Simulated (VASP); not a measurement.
# Sc2Al (P6_3/mmc) in VASP: single point with PBEsol

Aim: the single point of Sc2Al with PBEsol.

Everything below comes from runs of VASP 6.6.1. Logs are shortened: lines on timing, memory, paths and dates and some standing lists are left out, and cuts for length are marked.

## Step 1: The cell of the first run

The structure is hexagonal, space group P6_3/mmc (No. 194). The conventional cell has a = 4.851 Å, b = 4.851 Å, c = 6.085 Å, α = 90.00°, β = 90.00°, γ = 120.00°. Within 4.0 Å of Sc (site symmetry -3m) lie 8 Sc at 3.04 to 3.19 Å and 6 Al at 3.19 Å. Sc (site symmetry -6m2) has 5 Al at 2.80 to 3.04 Å and 6 Sc at 3.19 Å within 3.7 Å. Al (site symmetry -6m2) has 11 Sc at 2.80 to 3.19 Å within 3.7 Å.

## Step 2: Single point, PBEsol

Input file INCAR:

```
SYSTEM = Sc2Al
ALGO = Fast
EDIFF = 1E-6
ENCUT = 520
GGA = PS
ISIF = 2
ISMEAR = 0
LASPH = .True.
LCHARG = .True.
LELF = .True.
LREAL = .False.
LVHAR = .True.
LWAVE = .False.
NBANDS = 34
NELM = 60
PREC = Accurate
SIGMA = 0.1
```

Input file KPOINTS:

```
k-points
0
Gamma
  12 12 6
  0 0 0
```

Input file POSCAR:

```
Sc2Al
1.0
    4.8509182629      0.0000000000      0.0000000000
   -2.4254591314      4.2010184474      0.0000000000
    0.0000000000      0.0000000000      6.0854454329
Sc Al
4 2
Direct
    0.0000000000      0.0000000000      0.0000000000
    0.0000000000      0.0000000000      0.5000000000
    0.3333333333      0.6666666667      0.7500000000
    0.6666666667      0.3333333333      0.2500000000
    0.3333333333      0.6666666667      0.2500000000
    0.6666666667      0.3333333333      0.7500000000
```

Potentials or basis: VASP PAW PBE potentials, release 64 (Sc_sv, Al).

Launch:

```
$ cat potpaw_PBE.64/Sc_sv/POTCAR potpaw_PBE.64/Al/POTCAR > POTCAR
$ mpirun -np 1 vasp_std > vasp.out
```

OUTCAR:

```text
SYSTEM = Sc2Al
   EDIFF = 1E-6
   ENCUT = 520
   GGA = PS
   ISIF = 2
   ISMEAR = 0
   LASPH = .True.
   LREAL = .False.
   NELM = 60
   PREC = Accurate

 ion  position               nearest neighbor table
   1  0.000  0.000  0.000-   2 3.04   2 3.04   4 3.19   5 3.19   6 3.19   3 3.19   4 3.19   6 3.19
                             3 3.19   5 3.19   4 3.19   6 3.19   3 3.19   5 3.19
   2  0.000  0.000  0.500-   1 3.04   1 3.04   4 3.19   5 3.19   6 3.19   3 3.19   4 3.19   6 3.19
                             3 3.19   5 3.19   4 3.19   6 3.19   3 3.19   5 3.19
   3  0.333  0.667  0.750-   6 2.80   6 2.80   6 2.80   5 3.04   5 3.04   1 3.19   2 3.19   2 3.19
                             1 3.19   2 3.19   1 3.19
   4  0.667  0.333  0.250-   5 2.80   5 2.80   5 2.80   6 3.04   6 3.04   1 3.19   2 3.19   1 3.19
                             2 3.19   1 3.19   2 3.19
   5  0.333  0.667  0.250-   4 2.80   4 2.80   4 2.80   3 3.04   3 3.04   1 3.19   2 3.19   2 3.19
                             1 3.19   2 3.19   1 3.19
   6  0.667  0.333  0.750-   3 2.80   3 2.80   3 2.80   4 3.04   4 3.04   1 3.19   2 3.19   1 3.19
                             2 3.19   1 3.19   2 3.19

  LATTYP: Found a hexagonal cell.
 ALAT       =     4.8509182629
 C/A-ratio  =     1.2544935006

  Lattice vectors:

 A1 = (   4.8509182629,   0.0000000000,   0.0000000000)
 A2 = (  -2.4254591314,   4.2010184474,   0.0000000000)
 A3 = (   0.0000000000,   0.0000000000,   6.0854454329)

Analysis of symmetry for initial positions (statically):
=====================================================================
 Subroutine PRICEL returns:
 Original cell was already a primitive cell.

 Routine SETGRP: Setting up the symmetry group for a
 hexagonal supercell.

 Subroutine GETGRP returns: Found 24 space group operations
 (whereof 12 operations were pure point group operations)
 out of a pool of 24 trial point group operations.

The static configuration has the point symmetry D_3d.
 The point group associated with its full space group is D_6h.

Analysis of symmetry for dynamics (positions and initial velocities):
=====================================================================
 Subroutine PRICEL returns:
 Original cell was already a primitive cell.

 Routine SETGRP: Setting up the symmetry group for a
 hexagonal supercell.

 Subroutine GETGRP returns: Found 24 space group operations
 (whereof 12 operations were pure point group operations)
 out of a pool of 24 trial point group operations.

The dynamic configuration has the point symmetry D_3d.
 The point group associated with its full space group is D_6h.

 Subroutine INISYM returns: Found 24 space group operations
 (whereof 12 operations are pure point group operations),
 and found     1 'primitive' translations

----------------------------------------------------------------------------------------

                                     Primitive cell

  volume of cell :     124.0141

  direct lattice vectors                    reciprocal lattice vectors
     4.850918263  0.000000000  0.000000000     0.206146537  0.119018758  0.000000000
    -2.425459131  4.201018447  0.000000000     0.000000000  0.238037517  0.000000000
     0.000000000  0.000000000  6.085445433     0.000000000  0.000000000  0.164326508

  length of vectors
     4.850918263  4.850918263  6.085445433     0.238037517  0.238037517  0.164326508

  position of ions in fractional coordinates (direct lattice)
     0.000000000  0.000000000  0.000000000
     0.000000000  0.000000000  0.500000000
     0.333333333  0.666666667  0.750000000
     0.666666667  0.333333333  0.250000000
     0.333333333  0.666666667  0.250000000
     0.666666667  0.333333333  0.750000000

  ion indices of the primitive-cell ions
   primitive index   ion index
                 1           1
                 2           2
                 3           3
                 4           4
                 5           5
                 6           6

----------------------------------------------------------------------------------------

 KPOINTS: k-points

Automatic generation of k-mesh.
 Grid dimensions read from file:
 generate k-points for:   12   12    6

 Generating k-lattice:

  Cartesian coordinates                     Fractional coordinates (reciprocal lattice)
     0.017178878  0.009918230  0.000000000     0.083333333  0.000000000  0.000000000
     0.000000000  0.019836460  0.000000000     0.000000000  0.083333333  0.000000000
     0.000000000  0.000000000  0.027387751     0.000000000  0.000000000  0.166666667

  Length of vectors
     0.019836460  0.019836460  0.027387751

  Shift w.r.t. Gamma in fractional coordinates (k-lattice)
     0.000000000  0.000000000  0.000000000

 Subroutine IBZKPT returns following result:
 ===========================================

 Found     76 irreducible k-points:

 Following reciprocal coordinates:
            Coordinates               Weight
  0.000000  0.000000  0.000000      1.000000
  0.083333  0.000000  0.000000      6.000000
  0.166667 -0.000000  0.000000      6.000000
  0.250000  0.000000  0.000000      6.000000
  0.333333  0.000000  0.000000      6.000000
  0.416667  0.000000  0.000000      6.000000
[... 16 lines left out ...]
  0.250000  0.000000  0.166667     12.000000
  0.333333  0.000000  0.166667     12.000000
 [... further k-points ...]
   k-points           NKPTS =     76   k-points in BZ     NKDIM =     76   number of bands    NBANDS=     34
   number of dos      NEDOS =    301   number of ions     NIONS =      6
   total plane-waves  NPLWV =  62208
   dimension x,y,z NGX =    36 NGY =   36 NGZ =   48
   dimension x,y,z NGXF=    72 NGYF=   72 NGZF=   96
   ions per type =               4   2
   NGX,Y,Z   is equivalent  to a cutoff of  12.34, 12.34, 13.11 a.u.
   NGXF,Y,Z  is equivalent  to a cutoff of  24.68, 24.68, 26.23 a.u.
 SYSTEM =  Sc2Al
   PREC   = accura    normal or accurate (medium, high low for compatibility)
   ISTART =      0    job   : 0-new  1-cont  2-samecut
   ICHARG =      2    charge: 1-file 2-atom 10-const
   ISPIN  =      1    spin polarized calculation?
   LNONCOLLINEAR =      F non collinear calculations
   LSORBIT =      F    spin-orbit coupling
   LASPH  =      T    aspherical Exc in radial PAW
   ENCUT  =  520.0 eV  38.22 Ry    6.18 a.u.   9.02  9.02 11.31*2*pi/ulx,y,z
   NELM   =     60;   NELMIN=  2; NELMDL= -5     # of ELM steps
   EDIFF  = 0.1E-05   stopping-criterion for ELM
   LREAL  =      F    real-space projection
   EDIFFG = 0.1E-04   stopping-criterion for IOM
   NSW    =      0    number of steps for IOM
   IBRION =     -1    ionic relax: 0-MD 1-quasi-New 2-CG
   NFREE  =      0    steps in history (QN), initial steepest desc. (CG)
   ISIF   =      2    stress and relaxation
   ISYM   =      2    0-nonsym 1-usesym 2-fastsym
   POTIM  = 0.5000    time-step for ionic-motion
   TEBEG  =    0.0;   TEEND  =   0.0 temperature during run
   PSTRESS=    0.0 pullay stress
   NELECT =      50.0000    total number of electrons
   NUPDOWN=      -1.0000    fix difference up-down
   EMIN   =  10.00;   EMAX   =-10.00  energy-range for DOS
   EFERMI =   0.00;   METHOD = LEGACY
   ISMEAR =     0;   SIGMA  =   0.10  broadening in eV -4-tet -1-fermi 0-gaus
   EFERMI_NEDOS =   21; number of points for ismear=-14 and -15
   IALGO  =     68    algorithm
   IMIX   =      4    mixing-type and parameters
     AMIX     =   0.40;   BMIX     =  1.00
     AMIX_MAG =   1.60;   BMIX_MAG =  1.00
  volume/ion in A,a.u.               =      20.67       139.48
  Fermi-wavevector in a.u.,A,eV,Ry     =   1.209413  2.285459 19.900957  1.462679
  Thomas-Fermi vector in A             =   2.344991
   LORBIT       =      0    0 simple, 1 ext, 2 COOP (PROOUT), +10 PAW based schemes
   GGA     = PS    functional components
   LHFCALC =     F    Hartree Fock is set to
   AEXX    =    0.0000 exact exchange contribution
   IVDW    =     0    specifies the selected vdW correction
   LEPSILON=     F    determine dielectric tensor
   LRPA    =     F    only Hartree local field effects (RPA)
 non-spin polarized calculation
 RMM-DIIS sequential band-by-band and
 Gauss-broadening in eV      SIGMA  =   0.10
  energy-cutoff  :      520.00
  volume of cell :      124.01
 maximum number of plane-waves:      3369
   NGX = 19   NGY = 19   NGZ = 23

 number of electron      50.0000005 magnetization

 Free energy of the ion-electron system (eV)
  ---------------------------------------------------
  ext. energy  EPLUGINS =         0.00000000
  ---------------------------------------------------
  free energy    TOTEN  =       -36.73795519 eV

  energy without entropy =      -36.70146169  energy(sigma->0) =      -36.71970844

 E-fermi :   4.9384     XC(G=0): -10.3069

 val. band max:        4.9379451805   @ k =   0.3333   0.0833   0.0000
 cond. band min:       4.9385653444   @ k =   0.0833   0.0000   0.3333
 fundamental gap:      0.0006201639
 Fermi energy:         4.9383672012

 k-point     1 :       0.0000    0.0000    0.0000
  band No.  band energies     occupation
      1     -44.2759      2.00000
      2     -44.2092      2.00000
      3     -44.1875      2.00000
      4     -44.1703      2.00000
      5     -23.1599      2.00000
      6     -23.1107      2.00000
[... 26 lines left out ...]
     33       7.8623      0.00000
     34       8.4352      0.00000

 k-point     2 :       0.0833    0.0000    0.0000
  band No.  band energies     occupation
      1     -44.2749      2.00000
      2     -44.2092      2.00000
      3     -44.1875      2.00000
      4     -44.1712      2.00000
      5     -23.1655      2.00000
      6     -23.1136      2.00000
[... 26 lines left out ...]
     33       7.8154      0.00000
     34       8.4574      0.00000

 k-point     3 :       0.1667   -0.0000    0.0000
  band No.  band energies     occupation
      1     -44.2721      2.00000
      2     -44.2091      2.00000
      3     -44.1876      2.00000
      4     -44.1738      2.00000
      5     -23.1800      2.00000
      6     -23.1212      2.00000
[... 26 lines left out ...]
     33       7.6017      0.00000
     34       7.6551      0.00000
[... 704 lines left out ...]
 k-point    23 :       0.2500    0.0000    0.1667
  band No.  band energies     occupation
      1     -44.2646      2.00000
      2     -44.2146      2.00000
      3     -44.1855      2.00000
      4     -44.1778      2.00000
      5     -23.1745      2.00000
      6     -23.1241      2.00000
[... 26 lines left out ...]
     33       7.1730      0.00000
     34       7.5070      0.00000

 k-point    24 :       0.3333    0.0000    0.1667
  band No.  band energies     occupation
      1     -44.2603      2.00000
      2     -44.2137      2.00000
      3     -44.1867      2.00000
      4     -44.1818      2.00000
      5     -23.1900      2.00000
      6     -23.1326      2.00000
[... 26 lines left out ...]
     33       6.9857      0.00000
     34       7.4728      0.00000

 [... further k-points ...]
[... 5 lines left out ...]
  --------------------------------------------------------------------------------------
  -------------------------------------------------------------------------------------
  Total        0.0798943      0.0798943      0.0542353      0.0000000      0.0000000      0.0000000
  in kB        1.0321806      1.0321806      0.7006834      0.0000000      0.0000000      0.0000000
  external PRESSURE =       0.9216816 kB  Pullay stress =       0.0000000 kB

 VOLUME and BASIS-vectors are now :
 -----------------------------------------------------------------------------
  energy-cutoff  :      520.00
  volume of cell :      124.01
      direct lattice vectors                 reciprocal lattice vectors
     4.850918263  0.000000000  0.000000000     0.206146537  0.119018758  0.000000000
    -2.425459131  4.201018447  0.000000000     0.000000000  0.238037517  0.000000000
     0.000000000  0.000000000  6.085445433     0.000000000  0.000000000  0.164326508

 POSITION                                       TOTAL-FORCE (eV/Angst)
 -----------------------------------------------------------------------------------
      0.00000      0.00000      0.00000         0.000000      0.000000      0.000000
      0.00000      0.00000      3.04272         0.000000      0.000000      0.000000
     -0.00000      2.80068      4.56408         0.000000     -0.000000      0.000000
      2.42546      1.40034      1.52136        -0.000000      0.000000      0.000000
     -0.00000      2.80068      1.52136        -0.000000     -0.000000      0.000000
      2.42546      1.40034      4.56408         0.000000      0.000000      0.000000
 -----------------------------------------------------------------------------------
    total drift:                               -0.000000      0.000000     -0.000000

  FREE ENERGIE OF THE ION-ELECTRON SYSTEM (eV)
  ---------------------------------------------------
  free  energy   TOTEN  =       -36.7379551885 eV

  energy  without entropy=      -36.7014616906  energy(sigma->0) =      -36.71970844
```

Wall time 9.9 min (1 thread of Intel Xeon 8259CL, shared host); peak memory 0.41 GiB.

What came out:

```
Free energy            : -36.7380 eV
Pressure               : 0.1 GPa
Band gap on the k mesh : zero (bands 25 and 26 overlap by 0.76 eV)
```

Caveat: the PAW data sets were made with another functional, which shifts forces and pressure a little.
